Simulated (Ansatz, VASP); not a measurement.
One calculation of Tl3H2, two programs

```
Tl H
1.0
     1.77898    1.02709   10.60315
    -1.77898    1.02709   10.60315
     0.00000   -2.05419   10.60315
Tl H
3 2
Direct
  0.00000 0.00000 0.00000
  0.22755 0.22755 0.22755
  0.77245 0.77245 0.77245
  0.39969 0.39969 0.39969
  0.60031 0.60031 0.60031
```

Alike in both runs: functional PBE; k mesh 12 × 12 × 12; occupations gaussian, width 0.1 eV; no spin polarisation.

Ansatz relaxed the structure, and its values are those at the end. VASP's run is a single point on that final structure, the one shown.

|  | VASP | Ansatz |
| --- | --- | --- |
| version | VASP 6.6.1 | Ansatz 0.2.0 |
| potentials or method | VASP PAW PBE potentials, release 64 (Tl_d, H), cutoff 520 eV | scalar-relativistic, plane waves, PAW |
| valence electrons in the cell | 41 | 41 |

|  | VASP | Ansatz | Ansatz less VASP |
| --- | --- | --- | --- |
| gap on the k mesh at the Fermi level (eV) | none | none | - |
| pressure (GPa) | -0.1 | 0.0 | +0.07 |

A gap of «none» marks a metal or a gap that the smearing closes.

Spin-orbit coupling is off throughout.
